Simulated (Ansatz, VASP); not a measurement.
## One calculation of ZnO, two programs

File INCAR:

```
SYSTEM = ZnO
PREC = Accurate
ENCUT = 520
EDIFF = 1E-6
ISMEAR = -1
SIGMA = 0.02
LREAL = .False.
LASPH = .True.
NELM = 80
ALGO = Normal
ISIF = 2
LWAVE = .False.
LCHARG = .True.
LDIPOL = .True.
IDIPOL = 3
DIPOL = 0.5 0.5 0.500
LELF = .True.
LVHAR = .True.
LVACPOTAV = .True.
NBANDS = 46
```

Contents of KPOINTS:

```
Automatic mesh
0
Gamma
  9 6 1
  0 0 0
```

POSCAR

```
ZnO
1.0
    3.1865540094      0.0000000000      0.0000000000
    0.0000000000      5.1530062734      0.0000000000
    0.0000000000      0.0000000000     19.6795000000
Zn O
4 4
Direct
    0.0000000000      0.0608269150      0.4065139958
    0.5000000000      0.5608269150      0.4532569982
    0.5000000000      0.0608269150      0.5467430018
    0.0000000000      0.5608269150      0.5934860042
    0.0000000000      0.4391730850      0.4065139958
    0.5000000000      0.9391730850      0.4532569982
    0.5000000000      0.4391730850      0.5467430018
    0.0000000000      0.9391730850      0.5934860042
```

Input for Ansatz:

```yaml
crystal:
  lattice:
    - [3.1865540094, 0.0, 0.0]
    - [0.0, 5.1530062734, 0.0]
    - [0.0, 0.0, 19.6795]
  atoms:
    - { symbol: Zn, position: [0.0, 0.060826915, 0.4065139958] }
    - { symbol: O, position: [0.0, 0.439173085, 0.4065139958] }
    - { symbol: Zn, position: [0.5, 0.560826915, 0.4532569982] }
    - { symbol: O, position: [0.5, 0.939173085, 0.4532569982] }
    - { symbol: Zn, position: [0.5, 0.060826915, 0.5467430018] }
    - { symbol: O, position: [0.5, 0.439173085, 0.5467430018] }
    - { symbol: Zn, position: [0.0, 0.560826915, 0.5934860042] }
    - { symbol: O, position: [0.0, 0.939173085, 0.5934860042] }
kpoints:
  mp_grid: { grid: [9, 6, 1] }
scf:
  occupations: { method: fermi_dirac, width: 0.02 }
hamiltonian:
  xc: lda
  pseudopotentials: { kind: paw }
output:
  forces: true
  stress: true
  eigenvalues: true
  populations: true
efield:
  axis: 3
  amplitude: 0
  dipole_correction: true
```

Alike in both runs: task single point; functional LDA; k mesh 9 × 6 × 1; occupations fermi-dirac, width 0.02 eV; no spin polarisation.

|  | VASP | Ansatz |
| --- | --- | --- |
| version | VASP 6.6.1 | Ansatz 0.2.0 |
| potentials or method | VASP PAW LDA potentials, release 64 (Zn, O) | PAW with Ansatz's default frozen-core files, scalar-relativistic |
| plane-wave cutoff (eV) | 520 | 420 |
| valence electrons in the cell | 72 | 72 |

|  | VASP | Ansatz | Ansatz less VASP |
| --- | --- | --- | --- |
| rms of the force components (eV/Å) | 0.748 | 0.764 | +0.0160 |

LDA's correlation is that of Perdew and Zunger in VASP and of Perdew and Wang (1992) in Ansatz.
